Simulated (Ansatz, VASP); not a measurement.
## Two plane-wave programs on ZnCu2SnS4

```
Zn Cu Sn S
1.0
    -2.73552    2.73552    5.46236
     2.73552   -2.73552    5.46236
     2.73552    2.73552   -5.46236
Zn Cu Sn S
1 2 1 4
Direct
  0.25000 0.75000 0.50000
  0.00000 0.00000 0.00000
  0.75000 0.25000 0.50000
  0.50000 0.50000 0.00000
  0.37110 0.89561 0.00794
  0.10439 0.11233 0.47549
  0.88767 0.36315 0.99206
  0.63685 0.62890 0.52451
```

Alike in both runs: functional PBE; k mesh 8 × 8 × 8; occupations gaussian, width 0.05 eV; no spin polarisation.

Ansatz relaxed the structure, and its values are those at the end. VASP's run is a single point on that final structure, the one shown.

|  | VASP | Ansatz |
| --- | --- | --- |
| version | VASP 6.6.1 | Ansatz 0.2.0 |
| potentials or method | VASP PAW PBE potentials, release 64 (Zn, Cu, Sn_d, S), cutoff 520 eV | scalar-relativistic, plane waves, PAW |
| valence electrons in the cell | 72 | 88 |

```tsv
	VASP	Ansatz	Ansatz less VASP
gap on the k mesh at the Fermi level (eV)	0.07	0.04	-0.026
least direct gap on the mesh (eV)	0.07	0.04	-0.026
pressure (GPa)	0.1	0.0	-0.07
rms of the force components (eV/Å)	0.014	0.001	-0.0123
```

With one functional, cell and mesh, what is left measures potentials, basis and numerics. VASP's potentials hold 72 valence electrons a cell and Ansatz's 88, so a difference there can come from the potentials and not from the codes.
